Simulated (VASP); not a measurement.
Input of a VASP 6.6.1 run:

Contents of INCAR:

```
PREC = Accurate ; ENCUT = 520
EDIFF = 1E-6 ; ISMEAR = 0
SIGMA = 0.1 ; LREAL = False
LASPH = True ; NELM = 100
ALGO = Normal ; ISIF = 2
LWAVE = False ; LCHARG = False
GGA = PE ; NBANDS = 31
```

KPOINTS

```
regular mesh
0
Gamma
  4 4 4
```

File POSCAR:

```
TeWS4
1.0
    0.0000000000      3.7189440637      3.7189440637
    3.7189440637      0.0000000000      3.7189440637
    3.7189440637      3.7189440637      0.0000000000
Te W S
1 1 4
Direct
    0.7500000000      0.7500000000      0.7500000000
    0.0000000000      0.0000000000      0.0000000000
    0.3725021985      0.3725021985      0.8824934045
    0.8824934045      0.3725021985      0.3725021985
    0.3725021985      0.3725021985      0.3725021985
    0.3725021985      0.8824934045      0.3725021985
```

Potentials or basis: VASP PAW PBE potentials, release 64 (Te, W_sv, S).

Run with:

```sh
$ cat potpaw_PBE.64/Te/POTCAR potpaw_PBE.64/W_sv/POTCAR potpaw_PBE.64/S/POTCAR > POTCAR
$ mpirun -np 1 vasp_std > vasp.out
```

Question: Estimate the largest force.

Answer: 0.009 eV/Å.

Question: What does it give for the band gap on the k mesh?

Answer: Zero (band 22 reaches 9.92 eV, above the bottom of band 23 at 9.20 eV).

Question: Predict the pressure.

Answer: 0.1 GPa.

Forces in eV/Å, atoms in the order of the input:
```
Te   0.000  0.000  0.000
W    0.000  0.000  0.000
S    0.005  0.005 -0.005
S   -0.005  0.005  0.005
S   -0.005 -0.005 -0.005
S    0.005 -0.005  0.005
```

Caveat: the k points lie up to 0.37 Å⁻¹ apart; spin-orbit coupling is left out, which moves the levels of the heavy elements.
